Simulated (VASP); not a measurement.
The system is Te.

```
CELL_PARAMETERS angstrom
3.82029 -2.14820 0.00000
3.82029 2.14820 0.00000
-0.09429 0.00000 5.97609
ATOMIC_POSITIONS crystal
Te 0.00000 0.00000 0.00000
Te 0.30945 0.30945 0.33881
Te 0.69055 0.69055 0.66119
```

Base run:

| Property | Result |
| --- | --- |
| Program | VASP 6.6.1 |
| Functional | PBEsol |
| Potentials or basis | VASP PAW PBE potentials, release 64 (Te) |
| Cutoff | 520 eV |
| k mesh | 7 × 7 × 5 |
| Occupations | fermi-dirac, width 0.05 eV |
| Spin | no spin polarisation |

Its results: pressure -1.8 GPa; largest force 0.097 eV/Å.

Question: The run is repeated on the same cell with these changes: further incar settings from ALGO = Normal; EDIFF = 1e-06; NBANDS = 16 to ALGO = Normal; EDIFF = 1e-07; NBANDS = 16; dispersion from none to D3(BJ). What comes out?

Answer: Pressure -3.9 GPa; largest force 0.096 eV/Å.

Caveats: the PAW data sets were made with another functional, which shifts forces and pressure a little; three body term missing (at least some runs); the cell stands under tension (at least some runs).
